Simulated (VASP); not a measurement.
Runs of VASP 6.6.1 on Sc5Al. The structure is that of space group P-3m1 (No. 164), or close to it. The cells are those of the table. 

```csv
task,spin,cell,k mesh,cutoff (eV),gap on the mesh (eV),pressure (GPa),largest force (eV/Å)
single point,off,"a = 2.941, b = 2.941, c = 14.406 Å, angles 90.0, 90.0, 120.0°, 6 atoms",6 × 6 × 2,520,none,(a),0.73
relaxation of cell and atoms,off,"relaxed from a = 2.941, b = 2.941, c = 14.406 Å, angles 90.0, 90.0, 120.0°, 6 atoms",6 × 6 × 2,600,none,0.1,0.03
single point,"collinear, ferromagnetic start","a = 3.232, b = 3.232, c = 15.416 Å, angles 90.0, 90.0, 120.0°, 6 atoms",6 × 6 × 1,520,none,0.4,0.07
single point,off,"a = 3.243, b = 3.243, c = 15.395 Å, angles 90.0, 90.0, 120.0°, 6 atoms",12 × 12 × 4,520,none,0.0,-
single point,off,"a = 3.232, b = 3.232, c = 15.416 Å, angles 90.0, 90.0, 120.0°, 6 atoms",6 × 6 × 2,520,none,0.3,(b)
```

Alike in all rows: level PBE; potentials or basis VASP PAW PBE potentials, release 64 (Sc_sv, Al); smearing gaussian 0.1 eV.

Estimate the missing entries.

(a) 21.3; (b) 0.02.

Caveats: some runs use coarse meshes.

A gap of «none» marks levels without a gap at the run's occupations.
